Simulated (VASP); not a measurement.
Input of a VASP 6.6.1 run:

The input INCAR:

```
  ALGO = Normal
  EDIFF = 1E-6
  ENCUT = 520
  ISIF = 2
  ISMEAR = 0
  LASPH = True
  LCHARG = True
  LELF = True
  LREAL = Auto
  LVHAR = True
  LWAVE = False
  NBANDS = 70
  NELM = 100
  PREC = Accurate
  SIGMA = 0.15
```

The input KPOINTS:

```
k-points
0
Gamma
  3 3 3
```

File POSCAR:

```
Al32H
1.0
    8.1000000000      0.0000000000      0.0000000000
    0.0000000000      8.1000000000      0.0000000000
    0.0000000000      0.0000000000      8.1000000000
Al H
32 1
Direct
    0.4968330864     -0.0031870370      0.0003081481
    0.7474830864      0.2455095062     -0.0021539506
    0.7474487654      0.0002817284      0.2498113580
   -0.0022927160     -0.0024798765     -0.0003254321
    0.2477033333      0.2475303704     -0.0014148148
    0.4980653086      0.4978891358     -0.0005248148
    0.7474855556      0.7473162963     -0.0032808642
    0.2457424691     -0.0006804938      0.2498135802
    0.4962877778      0.2476014815      0.2491286420
    0.7496398765      0.4856466667      0.2475723457
    0.4980470370     -0.0022517284      0.4992858025
    0.7481475309      0.2476982716      0.5008798765
    0.7474955556     -0.0005339506      0.7516680247
   -0.0030129630      0.4966676543      0.0003002469
    0.2456971605      0.7473074074     -0.0021265432
   -0.0004761728      0.2455579012      0.2498071605
    0.2477822222      0.4961328395      0.2491241975
    0.4858944444      0.7494649383      0.2476038272
   -0.0030485185     -0.0032158025      0.5003885185
    0.2473423457      0.2471725926      0.5004955556
    0.4959429630      0.4957850617      0.5012824691
    0.7496683951      0.7495258025      0.5120220988
    0.2476864198     -0.0015338272      0.7495856790
    0.4968575309      0.2472119753      0.7499486420
    0.7481237037      0.4960828395      0.7494970370
    0.0004361728      0.7472730864      0.2498175309
   -0.0020734568      0.4978744444      0.4992830864
    0.2478614815      0.7479864198      0.5008813580
   -0.0013690123      0.2475167901      0.7495820988
    0.2473812346      0.4966850617      0.7499483951
    0.4962353086      0.7479590123      0.7495160494
   -0.0003572840      0.7473281481      0.7516653086
    0.7128753086      0.7125702469      0.2854745679
```

Potentials or basis: VASP PAW LDA potentials, release 64 (Al, H).

Run with:

```sh
$ cat potpaw_LDA.64/Al/POTCAR potpaw_LDA.64/H/POTCAR > POTCAR
$ mpirun -np 1 vasp_std > vasp.out
```

Task: What does it give for the pressure?

Result: -3.0 GPa.

Task: Predict the largest force.

Result: 0.100 eV/Å.

Stress tensor (GPa, compression positive):
```
-2.97 -0.05  0.05
-0.05 -2.97  0.05
 0.05  0.05 -2.96
```
